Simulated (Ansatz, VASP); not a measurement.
**Pd: VASP beside Ansatz**

```
Pd
1.0
     2.71729    0.00000    0.00000
    -1.35865    2.35324    0.00000
     0.00000    0.00000    4.57273
Pd
2
Direct
  0.33333 0.66667 0.25000
  0.66667 0.33333 0.75000
```

Alike in both runs: task single point; functional PBEsol; k mesh 15 × 15 × 8; occupations fermi-dirac, width 0.05 eV; collinear spin.

```csv
,VASP,Ansatz
version,VASP 6.6.1,Ansatz 0.2.0
potentials or method,"VASP PAW PBE potentials, release 64 (Pd), cutoff 520 eV","plane waves (420 eV) with PAW, scalar-relativistic"
valence electrons in the cell,20,36
```

```tsv
	VASP	Ansatz	Ansatz less VASP
pressure (GPa)	-0.3	0.0	+0.36
traceless stress, the component that is largest in VASP (GPa)	-0.47	-0.42	+0.056
net moment per atom (μB)	0.00	0.00	0.000
```

VASP's potentials were made for PBE, not for PBEsol, and Ansatz warns of the same on its side. The functional is the same, so the differences come from potentials, cutoffs and numerics. VASP's potentials hold 20 valence electrons a cell and Ansatz's 36, so a difference there can come from the potentials and not from the codes. Ansatz's warnings: seeded moment not kept.
